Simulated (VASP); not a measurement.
# ZnAu in VASP: notebook

The runs below take ZnAu through electric field gradients, with PBEsol.

Everything below comes from runs of VASP 6.6.1. Logs are shortened: lines on timing, memory, paths and dates and some standing lists are left out, and cuts for length are marked.

## Step 1: The cell of the first run

It takes space group Pm-3m (No. 221, cubic). The conventional cell has a = 3.209 Å, b = 3.209 Å, c = 3.209 Å, α = 90.00°, β = 90.00°, γ = 90.00°. Zn (site symmetry m-3m) has 8 Au at 2.78 Å and 6 Zn at 3.21 Å within 3.7 Å. Within 3.7 Å of Au (site symmetry m-3m) lie 8 Zn at 2.78 Å and 6 Au at 3.21 Å.

## Step 2: Electric field gradients, PBEsol (16.52 Å³/atom)

File INCAR:

```
SYSTEM = ZnAu
PREC     = Accurate       ! precision mode
ENCUT    = 520            ! plane-wave cutoff, eV
EDIFF    = 1E-8           ! SCF threshold, eV
ISMEAR   = -1             ! smearing method
SIGMA    = 0.05           ! smearing width, eV
LREAL    = .False.        ! projectors in reciprocal space
LASPH    = .True.         ! aspherical terms in the spheres
NELM     = 60             ! most SCF steps
ALGO     = Normal         ! electronic algorithm
ISIF     = 2              ! what is computed and relaxed
LWAVE    = .False.        ! write WAVECAR
LCHARG   = .False.        ! write CHGCAR
GGA      = PS             ! functional
LEFG     = .True.       
NBANDS   = 18             ! bands
```

File KPOINTS:

```
regular mesh
0
Gamma
  13 13 13
  0 0 0
```

File POSCAR:

```
ZnAu
1.0
    3.2087215522      0.0000000000      0.0000000000
    0.0000000000      3.2087215522      0.0000000000
    0.0000000000      0.0000000000      3.2087215522
Zn Au
1 1
Direct
    0.5000000000      0.5000000000      0.5000000000
    0.0000000000      0.0000000000      0.0000000000
```

Potentials or basis: VASP PAW PBE potentials, release 64 (Zn, Au).

Launch:

```sh
cat potpaw_PBE.64/Zn/POTCAR potpaw_PBE.64/Au/POTCAR > POTCAR
mpirun -np 1 vasp_std > vasp.out
```

OUTCAR:

```text
SYSTEM = ZnAu
   PREC = Accurate
   ENCUT = 520
   EDIFF = 1E-8
   ISMEAR = -1
   LREAL = .False.
   LASPH = .True.
   NELM = 60
   ISIF = 2
   GGA = PS

 ion  position               nearest neighbor table
   1  0.500  0.500  0.500-   2 2.78   2 2.78   2 2.78   2 2.78   2 2.78   2 2.78   2 2.78   2 2.78

   2  0.000  0.000  0.000-   1 2.78   1 2.78   1 2.78   1 2.78   1 2.78   1 2.78   1 2.78   1 2.78

  LATTYP: Found a simple cubic cell.
 ALAT       =     3.2087215522

  Lattice vectors:

 A1 = (   3.2087215522,   0.0000000000,   0.0000000000)
 A2 = (   0.0000000000,   3.2087215522,   0.0000000000)
 A3 = (   0.0000000000,   0.0000000000,   3.2087215522)

Analysis of symmetry for initial positions (statically):
=====================================================================
 Subroutine PRICEL returns:
 Original cell was already a primitive cell.

 Routine SETGRP: Setting up the symmetry group for a
 simple cubic supercell.

 Subroutine GETGRP returns: Found 48 space group operations
 (whereof 48 operations were pure point group operations)
 out of a pool of 48 trial point group operations.

The static configuration has the point symmetry O_h .

Analysis of symmetry for dynamics (positions and initial velocities):
=====================================================================
 Subroutine PRICEL returns:
 Original cell was already a primitive cell.

 Routine SETGRP: Setting up the symmetry group for a
 simple cubic supercell.

 Subroutine GETGRP returns: Found 48 space group operations
 (whereof 48 operations were pure point group operations)
 out of a pool of 48 trial point group operations.

The dynamic configuration has the point symmetry O_h .

 Subroutine INISYM returns: Found 48 space group operations
 (whereof 48 operations are pure point group operations),
 and found     1 'primitive' translations

----------------------------------------------------------------------------------------

                                     Primitive cell

  volume of cell :      33.0367

  direct lattice vectors                    reciprocal lattice vectors
     3.208721552  0.000000000  0.000000000     0.311650601  0.000000000  0.000000000
     0.000000000  3.208721552  0.000000000     0.000000000  0.311650601  0.000000000
     0.000000000  0.000000000  3.208721552     0.000000000  0.000000000  0.311650601

  length of vectors
     3.208721552  3.208721552  3.208721552     0.311650601  0.311650601  0.311650601

  position of ions in fractional coordinates (direct lattice)
     0.500000000  0.500000000  0.500000000
     0.000000000  0.000000000  0.000000000

  ion indices of the primitive-cell ions
   primitive index   ion index
                 1           1
                 2           2

----------------------------------------------------------------------------------------

 KPOINTS: regular mesh

Automatic generation of k-mesh.
 Grid dimensions read from file:
 generate k-points for:   13   13   13

 Generating k-lattice:

  Cartesian coordinates                     Fractional coordinates (reciprocal lattice)
     0.023973123  0.000000000  0.000000000     0.076923077  0.000000000  0.000000000
     0.000000000  0.023973123  0.000000000     0.000000000  0.076923077  0.000000000
     0.000000000  0.000000000  0.023973123     0.000000000  0.000000000  0.076923077

  Length of vectors
     0.023973123  0.023973123  0.023973123

  Shift w.r.t. Gamma in fractional coordinates (k-lattice)
     0.000000000  0.000000000  0.000000000

 Subroutine IBZKPT returns following result:
 ===========================================

 Found     84 irreducible k-points:

 Following reciprocal coordinates:
            Coordinates               Weight
  0.000000  0.000000  0.000000      1.000000
  0.076923  0.000000  0.000000      6.000000
  0.153846  0.000000  0.000000      6.000000
  0.230769  0.000000  0.000000      6.000000
  0.307692  0.000000  0.000000      6.000000
  0.384615  0.000000  0.000000      6.000000
[... 16 lines left out ...]
  0.307692  0.307692  0.000000     12.000000
  0.384615  0.307692  0.000000     24.000000
 [... further k-points ...]
   k-points           NKPTS =     84   k-points in BZ     NKDIM =     84   number of bands    NBANDS=     18
   number of dos      NEDOS =    301   number of ions     NIONS =      2
   total plane-waves  NPLWV =  13824
   dimension x,y,z NGX =    24 NGY =   24 NGZ =   24
   dimension x,y,z NGXF=    48 NGYF=   48 NGZF=   48
   ions per type =               1   1
   NGX,Y,Z   is equivalent  to a cutoff of  12.43, 12.43, 12.43 a.u.
   NGXF,Y,Z  is equivalent  to a cutoff of  24.87, 24.87, 24.87 a.u.
 SYSTEM =  ZnAu
   PREC   = accura    normal or accurate (medium, high low for compatibility)
   ISTART =      0    job   : 0-new  1-cont  2-samecut
   ICHARG =      2    charge: 1-file 2-atom 10-const
   ISPIN  =      1    spin polarized calculation?
   LNONCOLLINEAR =      F non collinear calculations
   LSORBIT =      F    spin-orbit coupling
   LASPH  =      T    aspherical Exc in radial PAW
   ENCUT  =  520.0 eV  38.22 Ry    6.18 a.u.   5.97  5.97  5.97*2*pi/ulx,y,z
   NELM   =     60;   NELMIN=  2; NELMDL= -5     # of ELM steps
   EDIFF  = 0.1E-07   stopping-criterion for ELM
   LREAL  =      F    real-space projection
   EDIFFG = 0.1E-06   stopping-criterion for IOM
   NSW    =      0    number of steps for IOM
   IBRION =     -1    ionic relax: 0-MD 1-quasi-New 2-CG
   NFREE  =      0    steps in history (QN), initial steepest desc. (CG)
   ISIF   =      2    stress and relaxation
   ISYM   =      2    0-nonsym 1-usesym 2-fastsym
   POTIM  = 0.5000    time-step for ionic-motion
   TEBEG  =    0.0;   TEEND  =   0.0 temperature during run
   PSTRESS=    0.0 pullay stress
   NELECT =      23.0000    total number of electrons
   NUPDOWN=      -1.0000    fix difference up-down
   EMIN   =  10.00;   EMAX   =-10.00  energy-range for DOS
   EFERMI =   0.00;   METHOD = LEGACY
   ISMEAR =    -1;   SIGMA  =   0.05  broadening in eV -4-tet -1-fermi 0-gaus
   EFERMI_NEDOS =   21; number of points for ismear=-14 and -15
   IALGO  =     38    algorithm
   IMIX   =      4    mixing-type and parameters
     AMIX     =   0.40;   BMIX     =  1.00
     AMIX_MAG =   1.60;   BMIX_MAG =  1.00
  volume/ion in A,a.u.               =      16.52       111.47
  Fermi-wavevector in a.u.,A,eV,Ry     =   1.450949  2.741896 28.643697  2.105252
  Thomas-Fermi vector in A             =   2.568502
   LORBIT       =      0    0 simple, 1 ext, 2 COOP (PROOUT), +10 PAW based schemes
   GGA     = PS    functional components
   LHFCALC =     F    Hartree Fock is set to
   AEXX    =    0.0000 exact exchange contribution
   IVDW    =     0    specifies the selected vdW correction
   LEPSILON=     F    determine dielectric tensor
   LRPA    =     F    only Hartree local field effects (RPA)
 non-spin polarized calculation
  energy-cutoff  :      520.00
  volume of cell :       33.04
 maximum number of plane-waves:       912
 NGX is ok and might be reduce to    24
   NGX = 11   NGY = 11   NGZ = 11

 number of electron      23.0000041 magnetization

 Free energy of the ion-electron system (eV)
  ---------------------------------------------------
  ext. energy  EPLUGINS =         0.00000000
  ---------------------------------------------------
  free energy    TOTEN  =        -5.88465226 eV

  energy without entropy =       -5.87813784  energy(sigma->0) =       -5.88139505

 E-fermi :   6.2077     XC(G=0): -12.2062

 val. band max:        6.2067441456   @ k =   0.4615   0.3077   0.3077
 cond. band min:       6.2347695030   @ k =   0.3077   0.1538   0.0769
 fundamental gap:      0.0280253574
 Fermi energy:         6.2077409979

 k-point     1 :       0.0000    0.0000    0.0000
  band No.  band energies     occupation
      1      -3.9141      2.00000
      2      -1.6157      2.00000
      3      -1.6157      2.00000
      4      -1.0424      2.00000
      5      -1.0424      2.00000
      6      -1.0424      2.00000
[... 10 lines left out ...]
     17      17.9268      0.00000
     18      24.2775      0.00000
[... 463 lines left out ...]
 k-point    24 :       0.3846    0.3077    0.0000
  band No.  band energies     occupation
      1      -1.7251      2.00000
      2      -1.4846      2.00000
      3      -1.2473      2.00000
      4      -1.1424      2.00000
      5      -0.9454      2.00000
      6      -0.1358      2.00000
[... 10 lines left out ...]
     17      19.7295      0.00000
     18      19.7927      0.00000

 [... further k-points ...]

------------------------ aborting loop because EDIFF is reached ----------------------------------------

  FORCE on cell =-STRESS in cart. coord.  units (eV):
  Direction    XX          YY          ZZ          XY          YZ          ZX
  --------------------------------------------------------------------------------------
  -------------------------------------------------------------------------------------
  Total       -1.7928177     -1.7928177     -1.7928177     -0.0000000     -0.0000000      0.0000000
  in kB      -86.9462033    -86.9462033    -86.9462033     -0.0000000     -0.0000000      0.0000000
  external PRESSURE =     -86.9462033 kB  Pullay stress =       0.0000000 kB

 VOLUME and BASIS-vectors are now :
 -----------------------------------------------------------------------------
  energy-cutoff  :      520.00
  volume of cell :       33.04
      direct lattice vectors                 reciprocal lattice vectors
     3.208721552  0.000000000  0.000000000     0.311650601  0.000000000  0.000000000
     0.000000000  3.208721552  0.000000000     0.000000000  0.311650601  0.000000000
     0.000000000  0.000000000  3.208721552     0.000000000  0.000000000  0.311650601

 POSITION                                       TOTAL-FORCE (eV/Angst)
 -----------------------------------------------------------------------------------
      1.60436      1.60436      1.60436         0.000000      0.000000      0.000000
      0.00000      0.00000      0.00000         0.000000      0.000000      0.000000
 -----------------------------------------------------------------------------------
    total drift:                                0.000000      0.000000     -0.000000

  FREE ENERGIE OF THE ION-ELECTRON SYSTEM (eV)
  ---------------------------------------------------
  free  energy   TOTEN  =        -5.8846522624 eV

  energy  without entropy=       -5.8781378371  energy(sigma->0) =       -5.88139505

 Electric field gradients (V/A^2)
---------------------------------------------------------------------
 ion       V_xx      V_yy      V_zz      V_xy      V_xz      V_yz
---------------------------------------------------------------------
   1      -0.000     0.000     0.000    -0.000    -0.000    -0.000
   2       0.000    -0.000     0.000    -0.000     0.000    -0.000
---------------------------------------------------------------------

 Electric field gradients after diagonalization (V/A^2)
 (convention: |V_zz| > |V_xx| > |V_yy|)
----------------------------------------------------------------------
 ion       V_xx      V_yy      V_zz     asymmetry (V_yy - V_xx)/ V_zz
----------------------------------------------------------------------
   1       0.000    -0.000     0.000      -0.536
   2      -0.000     0.000     0.000       0.272
----------------------------------------------------------------------

           NMR quadrupolar parameters

 Cq : quadrupolar parameter    Cq=e*Q*V_zz/h
 eta: asymmetry parameters     (V_yy - V_xx)/ V_zz
 Q  : nuclear electric quadrupole moment in mb (millibarn)
----------------------------------------------------------------------
 ion       Cq(MHz)       eta       Q (mb)
----------------------------------------------------------------------
   1       0.000      -0.536       1.000
   2       0.000       0.272       1.000
----------------------------------------------------------------------
```

Run time: 20 s. Hardware: 1 thread of Intel Xeon Platinum 8259CL at 2.50GHz (Skylake/Cascade Lake), shared host; peak memory 0.18 GiB.

What came out:

- Free energy: -5.8847 eV
- Pressure: -8.7 GPa
- Band gap on the k mesh: zero (an odd number of electrons rules out a gap without spin polarisation)
- Largest electric field gradient by atom: zero within the noise of the run

Caveat: the cell stands under tension; the PAW data sets were made with another functional, which shifts forces and pressure a little; spin-orbit coupling is left out, which moves the levels of the heavy elements.

## Step 3: Electric field gradients, PBEsol (zz strain of -1 %)

File INCAR:

```
SYSTEM = ZnAu
PREC = Accurate ; ENCUT = 520
EDIFF = 1E-8 ; ISMEAR = -1
SIGMA = 0.05 ; LREAL = .FALSE.
LASPH = .TRUE. ; NELM = 80
ALGO = Normal ; ISIF = 2
LWAVE = .FALSE. ; LCHARG = .FALSE.
GGA = PS ; LEFG = .TRUE.
NBANDS = 18
```

File KPOINTS:

```
regular mesh
0
G
  13 13 13
  0 0 0
```

File POSCAR:

```
ZnAu
1.0
    3.1470000000      0.0000000000      0.0000000000
    0.0000000000      3.1470000000      0.0000000000
    0.0000000000      0.0000000000      3.1155300000
Zn Au
1 1
Direct
    0.5000000000      0.5000000000      0.5000000000
    0.0000000000      0.0000000000      0.0000000000
```

Potentials or basis: VASP PAW PBE potentials, release 64 (Zn, Au).

Launch:

```sh
cat potpaw_PBE.64/Zn/POTCAR potpaw_PBE.64/Au/POTCAR > POTCAR
mpirun -np 1 vasp_std > vasp.out
```

OUTCAR:

```text
SYSTEM = ZnAu
   PREC = Accurate
   ENCUT = 520
   EDIFF = 1E-8
   ISMEAR = -1
   LREAL = .FALSE.
   LASPH = .TRUE.
   NELM = 80
   ISIF = 2
   GGA = PS

 ion  position               nearest neighbor table
   1  0.500  0.500  0.500-   2 2.72   2 2.72   2 2.72   2 2.72   2 2.72   2 2.72   2 2.72   2 2.72

   2  0.000  0.000  0.000-   1 2.72   1 2.72   1 2.72   1 2.72   1 2.72   1 2.72   1 2.72   1 2.72

  LATTYP: Found a simple tetragonal cell.
 ALAT       =     3.1470000000
 C/A-ratio  =     0.9900000000

  Lattice vectors:

 A1 = (   3.1470000000,   0.0000000000,   0.0000000000)
[... 718 lines left out ...]
  free  energy   TOTEN  =        -5.9533164476 eV

  energy  without entropy=       -5.9474434557  energy(sigma->0) =       -5.95037995

 Electric field gradients (V/A^2)
---------------------------------------------------------------------
 ion       V_xx      V_yy      V_zz      V_xy      V_xz      V_yz
---------------------------------------------------------------------
   1      -0.195    -0.195     0.389    -0.000    -0.000     0.000
   2       1.127     1.127    -2.255     0.000     0.000    -0.000
---------------------------------------------------------------------

 Electric field gradients after diagonalization (V/A^2)
 (convention: |V_zz| > |V_xx| > |V_yy|)
----------------------------------------------------------------------
 ion       V_xx      V_yy      V_zz     asymmetry (V_yy - V_xx)/ V_zz
----------------------------------------------------------------------
   1      -0.195    -0.195     0.389       0.000
   2       1.127     1.127    -2.255       0.000
----------------------------------------------------------------------

           NMR quadrupolar parameters

 Cq : quadrupolar parameter    Cq=e*Q*V_zz/h
 eta: asymmetry parameters     (V_yy - V_xx)/ V_zz
 Q  : nuclear electric quadrupole moment in mb (millibarn)
----------------------------------------------------------------------
 ion       Cq(MHz)       eta       Q (mb)
----------------------------------------------------------------------
   1       0.001       0.000       1.000
   2      -0.005       0.000       1.000
----------------------------------------------------------------------
```

stdout:

```text
POSCAR found type information on POSCAR ZnAu
 POSCAR found :  2 types and       2 ions
 scaLAPACK will be used
 -----------------------------------------------------------------------------
|                                                                             |
|                                                                             |
|     You enforced a specific xc type in the INCAR file but a different       |
|     I HOPE YOU KNOW WHAT YOU ARE DOING!                                     |
|                                                                             |
 -----------------------------------------------------------------------------

 LDA part: xc-table for (Slater+PW92), standard interpolation
 POSCAR, INCAR and KPOINTS ok, starting setup
 FFT: planning ... GRIDC
 FFT: planning ... GRID_SOFT
 FFT: planning ... GRID
 WAVECAR not read
 entering main loop
ion   1

ion   2
```

Run time: 43 s. Hardware: 1 thread of Intel Xeon Platinum 8259CL at 2.50GHz (Skylake/Cascade Lake), shared host; peak memory 0.23 GiB.

Results:

```
Free energy                             : -5.9533 eV
Pressure                                : -0.9 GPa
Band gap on the k mesh                  : zero (an odd number of electrons rules out a gap without spin polarisation)
Largest electric field gradient by atom : Zn +0.4; Au -2.3 V/Å²
```

Levels at points of the mesh, in eV from the Fermi level:
| k point | band 9 | band 10 | band 11 | band 12 | band 13 | band 14 | band 15 | band 16 |
| --- | --- | --- | --- | --- | --- | --- | --- | --- |
| (0.00, 0.00, 0.00) | -3.79 | -3.77 | -3.77 | 4.83 | 4.83 | 5.14 | 8.90 | 12.09 |

Electric field gradients, principal values (V/Å²):
```tsv
atom	least	middle	greatest (by size)
1 Zn	-0.195	-0.195	0.389
2 Au	1.127	1.127	-2.255
```

Caveat: the cell differs from its parent crystal (zz strain of -1 %); without QUAD_EFG the Cq values of the log hold for a quadrupole moment of 1 mb, not for the nuclei; the PAW data sets were made with another functional, which shifts forces and pressure a little; spin-orbit coupling is left out, which moves the levels of the heavy elements.

(Continued in part 2 of 2.)
